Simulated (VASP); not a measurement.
# H6C2O in VASP: a series of runs

Runs on H6C2O. Level: PBE. Tasks: single point, relaxation of the atoms.

Program: VASP 6.6.1. These are calculated values, not measurements. Logs are shortened: lines on timing, memory, paths and dates and some standing lists are left out, and cuts for length are marked.

## 1. The cell of the first run

The cell holds an amorphous packing of atoms, 36 atoms: a = 7.294 Å, b = 7.294 Å, c = 7.294 Å, α = 90.00°, β = 90.00°, γ = 90.00°.

## 2. Single point, PBE

INCAR reads:

```
PREC = Accurate
ENCUT = 520
EDIFF = 1E-6
ISMEAR = -1
SIGMA = 0.02
LREAL = Auto
LASPH = True
NELM = 80
ALGO = Normal
ISIF = 2
LWAVE = False
LCHARG = False
GGA = PE
NBANDS = 64
```

KPOINTS reads:

```
regular mesh
0
Gamma
  1 1 1
```

POSCAR reads:

```
H6C2O
1.0
    7.2936330000      0.0000000000      0.0000000000
    0.0000000000      7.2936330000      0.0000000000
    0.0000000000      0.0000000000      7.2936330000
C O H
8 4 24
Direct
    0.4835657370      0.0224699236      0.8961210236
    0.6024278331      0.1526369696      1.0057270888
    0.8199388585      0.6819020209      0.3473048035
    0.6530079935      0.7706169246      0.4322702363
    0.2546935861      0.2255373319      0.4139367418
    0.1461229443      0.2998363039      0.2536233518
    0.3378888717      0.5322257099      0.8389371996
    0.1574802766      0.6313920143      0.8112360745
    0.7539668700      0.0498897424      1.0757614233
    0.5123711694      0.6344182867      0.4387054277
    0.1688572208      0.4937136332      0.2508866037
    0.0163774120      0.4966424541      0.7874417480
    0.8301602281      0.1329662447      1.1466634370
    0.6507634512      0.2663527962      0.9187258586
    0.5228849850      0.2130308169      1.1190333111
    0.3649904351      0.0936986471      0.8376280324
    0.5632145765     -0.0375382708      0.7837492379
    0.4342140915     -0.0886636506      0.9843583467
    0.4001098952      0.6916550988      0.4822912496
    0.6858504340      0.8210434177      0.5712105795
    0.6103434529      0.8891032487      0.3489202330
    0.9339326467      0.7791343135      0.3383743793
    0.8643108274      0.5636434830      0.4288033162
    0.7869981722      0.6344641649      0.2084980688
    0.1012542165      0.5407435284      0.1464492555
    0.1931924152      0.2383055530      0.1235287822
   -0.0005277925      0.2652314005      0.2688043495
    0.2423411021      0.0758443688      0.4216526029
    0.3998414483      0.2620756139      0.3994247472
    0.2032701198      0.2854937220      0.5416352315
   -0.0982357629      0.5605261110      0.7656030003
    0.1259754290      0.7206627203      0.9298287027
    0.1649853955      0.7229337547      0.6909645896
    0.4488922482      0.6296042518      0.8644278648
    0.3295030912      0.4412531213      0.9575714094
    0.3721034207      0.4506407293      0.7178571915
```

Potentials or basis: VASP PAW PBE potentials, release 64 (C, O, H).

The run is started by

```console
$ cat potpaw_PBE.64/C/POTCAR potpaw_PBE.64/O/POTCAR potpaw_PBE.64/H/POTCAR > POTCAR
$ mpirun -np 1 vasp_gam > vasp.out
```

OUTCAR:

```text
PREC = Accurate
   ENCUT = 520
   EDIFF = 1E-6
   ISMEAR = -1
   LREAL = Auto
   LASPH = True
   NELM = 80
   ISIF = 2
   GGA = PE

 ion  position               nearest neighbor table
   1  0.484  0.022  0.896-  16 1.10  18 1.10  17 1.10   2 1.51
   2  0.602  0.153  0.006-  15 1.10  14 1.10   9 1.43   1 1.51
   3  0.820  0.682  0.347-  22 1.09  23 1.10  24 1.10   4 1.51
   4  0.653  0.771  0.432-  21 1.10  20 1.10  10 1.43   3 1.51
   5  0.255  0.226  0.414-  30 1.10  29 1.10  28 1.10   6 1.51
   6  0.146  0.300  0.254-  26 1.10  27 1.10  11 1.42   5 1.51
   7  0.338  0.532  0.839-  35 1.09  34 1.09  36 1.09   8 1.52
   8  0.157  0.631  0.811-  33 1.10  32 1.11  12 1.43   7 1.52
   9  0.754  0.050  0.076-  13 0.97   2 1.43
  10  0.512  0.634  0.439-  19 0.97   4 1.43
  11  0.169  0.494  0.251-  25 0.97   6 1.42
  12  0.016  0.497  0.787-  31 0.97   8 1.43
  13  0.830  0.133  0.147-   9 0.97
  14  0.651  0.266  0.919-   2 1.10
  15  0.523  0.213  0.119-   2 1.10
  16  0.365  0.094  0.838-   1 1.10
  17  0.563  0.962  0.784-   1 1.10
[... 17 lines left out ...]
  35  0.330  0.441  0.958-   7 1.09
  36  0.372  0.451  0.718-   7 1.09

  LATTYP: Found a simple cubic cell.
 ALAT       =     7.2936330000

  Lattice vectors:

 A1 = (   7.2936330000,   0.0000000000,   0.0000000000)
 A2 = (   0.0000000000,   7.2936330000,   0.0000000000)
 A3 = (   0.0000000000,   0.0000000000,   7.2936330000)

Analysis of symmetry for initial positions (statically):
=====================================================================
 Subroutine PRICEL returns:
 Original cell was already a primitive cell.

 Routine SETGRP: Setting up the symmetry group for a
 simple cubic supercell.

 Subroutine GETGRP returns: Found  1 space group operations
 (whereof  1 operations were pure point group operations)
 out of a pool of 48 trial point group operations.

The static configuration has the point symmetry C_1 .

Analysis of symmetry for dynamics (positions and initial velocities):
=====================================================================
 Subroutine PRICEL returns:
 Original cell was already a primitive cell.

 Routine SETGRP: Setting up the symmetry group for a
 simple cubic supercell.

 Subroutine GETGRP returns: Found  1 space group operations
 (whereof  1 operations were pure point group operations)
 out of a pool of 48 trial point group operations.

The dynamic configuration has the point symmetry C_1 .
[... 141 lines left out ...]
   ENCUT  =  520.0 eV  38.22 Ry    6.18 a.u.  13.56 13.56 13.56*2*pi/ulx,y,z
   NELM   =     80;   NELMIN=  2; NELMDL= -5     # of ELM steps
   EDIFF  = 0.1E-05   stopping-criterion for ELM
   LREAL  =      T    real-space projection
   EDIFFG = 0.1E-04   stopping-criterion for IOM
   NSW    =      0    number of steps for IOM
[... 5 lines left out ...]
   TEBEG  =    0.0;   TEEND  =   0.0 temperature during run
   PSTRESS=    0.0 pullay stress
   NELECT =      80.0000    total number of electrons
   NUPDOWN=      -1.0000    fix difference up-down
   EMIN   =  10.00;   EMAX   =-10.00  energy-range for DOS
   EFERMI =   0.00;   METHOD = LEGACY
   ISMEAR =    -1;   SIGMA  =   0.02  broadening in eV -4-tet -1-fermi 0-gaus
   EFERMI_NEDOS =   21; number of points for ismear=-14 and -15
   IALGO  =     38    algorithm
   IMIX   =      4    mixing-type and parameters
     AMIX     =   0.40;   BMIX     =  1.00
     AMIX_MAG =   1.60;   BMIX_MAG =  1.00
  volume/ion in A,a.u.               =      10.78        72.73
  Fermi-wavevector in a.u.,A,eV,Ry     =   0.967151  1.827650 12.726630  0.935381
  Thomas-Fermi vector in A             =   2.097013
   LORBIT       =      0    0 simple, 1 ext, 2 COOP (PROOUT), +10 PAW based schemes
   GGA     = PE    functional components
   LHFCALC =     F    Hartree Fock is set to
   AEXX    =    0.0000 exact exchange contribution
   IVDW    =     0    specifies the selected vdW correction
   LEPSILON=     F    determine dielectric tensor
   LRPA    =     F    only Hartree local field effects (RPA)
 non-spin polarized calculation
  energy-cutoff  :      520.00
  volume of cell :      388.00
 maximum number of plane-waves:      5198
 NGX is ok and might be reduce to    54
   NGX = 27   NGY = 27   NGZ = 27

 number of electron      80.0000003 magnetization

 Free energy of the ion-electron system (eV)
  ---------------------------------------------------
  ext. energy  EPLUGINS =         0.00000000
  ---------------------------------------------------
  free energy    TOTEN  =      -187.46032557 eV

  energy without entropy =     -187.46032557  energy(sigma->0) =     -187.46032557

 E-fermi :  -2.2536     XC(G=0):  -6.4542

 val. band max:       -2.7976775900   @ k =   0.0000   0.0000   0.0000
 cond. band min:       1.7100374061   @ k =   0.0000   0.0000   0.0000
 fundamental gap:      4.5077149961
 Fermi energy:        -2.2536138926

 k-point     1 :       0.0000    0.0000    0.0000
  band No.  band energies     occupation
      1     -22.6169      2.00000
      2     -22.4302      2.00000
      3     -22.3706      2.00000
      4     -22.1346      2.00000
      5     -15.6278      2.00000
      6     -15.5240      2.00000
[... 44 lines left out ...]
     51       5.3036      0.00000
     52       5.4749      0.00000
 [bands above 52 left out]

------------------------ aborting loop because EDIFF is reached ----------------------------------------

  FORCE on cell =-STRESS in cart. coord.  units (eV):
  Direction    XX          YY          ZZ          XY          YZ          ZX
  --------------------------------------------------------------------------------------
  -------------------------------------------------------------------------------------
  Total        3.4647493      2.2703640      2.5989220      0.2324263     -0.4322496     -0.3283343
  in kB       14.3070693      9.3750665     10.7317887      0.9597635     -1.7848983     -1.3557982
  external PRESSURE =      11.4713082 kB  Pullay stress =       0.0000000 kB

 VOLUME and BASIS-vectors are now :
 -----------------------------------------------------------------------------
  energy-cutoff  :      520.00
  volume of cell :      388.00
      direct lattice vectors                 reciprocal lattice vectors
     7.293633000  0.000000000  0.000000000     0.137105884  0.000000000  0.000000000
     0.000000000  7.293633000  0.000000000     0.000000000  0.137105884  0.000000000
     0.000000000  0.000000000  7.293633000     0.000000000  0.000000000  0.137105884

 POSITION                                       TOTAL-FORCE (eV/Angst)
 -----------------------------------------------------------------------------------
      3.52695      0.16389      6.53598         0.044393      0.064829      0.062136
      4.39389      1.11328      0.04177        -0.182980      0.053274     -0.111812
      5.98033      4.97354      2.53311        -0.088598      0.069123      0.099153
      4.76280      5.62060      3.15282         0.144079      0.003283     -0.148860
      1.85764      1.64499      3.01910        -0.064323     -0.055090     -0.002590
      1.06577      2.18690      1.84984         0.207525     -0.038913     -0.009220
[... 28 lines left out ...]
      2.40327      3.21834      6.98417        -0.000406     -0.015379      0.090582
      2.71399      3.28681      5.23579         0.066312      0.016501     -0.039412
 -----------------------------------------------------------------------------------
    total drift:                                0.005372     -0.007984      0.016164

  FREE ENERGIE OF THE ION-ELECTRON SYSTEM (eV)
  ---------------------------------------------------
  free  energy   TOTEN  =      -187.4603255746 eV

  energy  without entropy=     -187.4603255746  energy(sigma->0) =     -187.46032557
```

OSZICAR:

```text
N       E                     dE             d eps       ncg     rms          rms(c)
DAV:   1     0.541670823678E+03    0.54167E+03   -0.40087E+04   128   0.111E+03
DAV:   2    -0.139789007899E+03   -0.68146E+03   -0.64581E+03   168   0.258E+02
DAV:   3    -0.205196300247E+03   -0.65407E+02   -0.64980E+02   168   0.860E+01
DAV:   4    -0.206668863080E+03   -0.14726E+01   -0.14694E+01   168   0.147E+01
DAV:   5    -0.206706485100E+03   -0.37622E-01   -0.37600E-01   168   0.218E+00    0.238E+01
DAV:   6    -0.190198043392E+03    0.16508E+02   -0.30446E+01   160   0.185E+01    0.115E+01
DAV:   7    -0.187880397387E+03    0.23176E+01   -0.49834E+00   160   0.779E+00    0.604E+00
DAV:   8    -0.187464591848E+03    0.41581E+00   -0.10464E+00   168   0.440E+00    0.122E+00
DAV:   9    -0.187447826215E+03    0.16766E-01   -0.14278E-01   160   0.174E+00    0.556E-01
DAV:  10    -0.187457800320E+03   -0.99741E-02   -0.34999E-02   144   0.723E-01    0.260E-01
DAV:  11    -0.187459244902E+03   -0.14446E-02   -0.49733E-03   152   0.332E-01    0.152E-01
DAV:  12    -0.187460413689E+03   -0.11688E-02   -0.29575E-03   144   0.240E-01    0.568E-02
DAV:  13    -0.187460375913E+03    0.37776E-04   -0.50107E-04   152   0.950E-02    0.309E-02
DAV:  14    -0.187460350366E+03    0.25547E-04   -0.99867E-05   144   0.429E-02    0.128E-02
DAV:  15    -0.187460328693E+03    0.21673E-04   -0.25355E-05   144   0.234E-02    0.791E-03
DAV:  16    -0.187460325587E+03    0.31062E-05   -0.60538E-06   168   0.122E-02    0.267E-03
DAV:  17    -0.187460325575E+03    0.12385E-07   -0.20464E-06   120   0.656E-03
   1 F= -.18746033E+03 E0= -.18746033E+03  d E =-.173042E-11
```

Run time: 53 s. Hardware: 1 thread of AMD EPYC 7R13 (Zen 3), shared host; peak memory 0.32 GiB.

Results:

```
Free energy            : -187.4603 eV
Pressure               : 1.1 GPa
Largest force          : 0.270 eV/Å
Band gap on the k mesh : 4.51 eV
```

Forces in eV/Å, atoms in the order of the input:
```
C    0.044  0.065  0.062
C   -0.183  0.053 -0.112
C   -0.089  0.069  0.099
C    0.144  0.003 -0.149
C   -0.064 -0.055 -0.003
C    0.208 -0.039 -0.009
C   -0.106  0.007 -0.018
C    0.240  0.113  0.046
O    0.126 -0.168  0.001
O   -0.104  0.024  0.132
O    0.048  0.007 -0.019
O   -0.115 -0.116  0.090
H    0.118  0.043  0.018
H    0.057  0.048 -0.065
H   -0.007  0.048  0.048
H   -0.029  0.029 -0.029
H    0.017 -0.032 -0.046
H   -0.022 -0.034  0.048
H   -0.024 -0.142 -0.141
H    0.048  0.017  0.108
H   -0.021  0.048  0.006
H    0.048  0.045  0.006
H    0.053 -0.018  0.011
H   -0.020  0.000 -0.092
H   -0.075  0.024 -0.064
H   -0.037 -0.020 -0.036
H   -0.181 -0.045  0.137
H   -0.014 -0.064  0.011
H    0.041  0.013  0.014
H   -0.053 -0.035  0.090
H   -0.073  0.003 -0.054
H    0.002  0.043  0.008
H   -0.050  0.017 -0.117
H    0.009  0.045 -0.035
H    0.000 -0.015  0.091
H    0.066  0.017 -0.039
```

Stress tensor (GPa, compression positive):
```
 1.43  0.10 -0.14
 0.10  0.94 -0.18
-0.14 -0.18  1.07
```

Caveat: the k points lie up to 0.86 Å⁻¹ apart.

(Part 1 of 2 ends here.)
